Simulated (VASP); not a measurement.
A run of VASP 6.6.1:

INCAR

```
SYSTEM = Be2Co
ALGO = Normal
EDIFF = 1E-6
ENCUT = 690
GGA = PE
GGA_COMPAT = .FALSE.
ISIF = 2
ISMEAR = 0
ISPIN = 2
LASPH = .TRUE.
LCHARG = .TRUE.
LELF = .TRUE.
LMAXMIX = 4
LORBIT = 11
LREAL = .FALSE.
LVHAR = .TRUE.
LWAVE = .FALSE.
MAGMOM = 0 0 1.19
NBANDS = 22
NELM = 200
PREC = Accurate
SIGMA = 0.002
```

Contents of KPOINTS:

```
k-points
0
G
  6 6 6
  0 0 0
```

POSCAR

```
Be2Co
1.0
    0.0000000000      1.9194920000      5.3325430000
    1.3384940000      0.0000000000      5.3325430000
    1.3384940000      1.9194920000      0.0000000000
Be Co
2 1
Direct
    0.3360580000      0.3360580000      0.6639420000
    0.6639420000      0.6639420000      0.3360580000
    0.0000000000      0.0000000000      0.0000000000
```

Potentials or basis: VASP PAW PBE potentials, release 64 (Be, Co_sv).

The run is started by

```bash
$ cat potpaw_PBE.64/Be/POTCAR potpaw_PBE.64/Co_sv/POTCAR > POTCAR
$ mpirun -np 1 vasp_std > vasp.out
```

Hardware: 1 thread of Intel(R) Xeon(R) Platinum 8559C (Emerald Rapids) (shared host).

How long does it take, and how much memory?

Wall time 110 s on 1 thread of Intel(R) Xeon(R) Platinum 8559C (Emerald Rapids), with other jobs on the host, peak memory 0.28 GiB. Counts: scf iterations 17, k points 46.
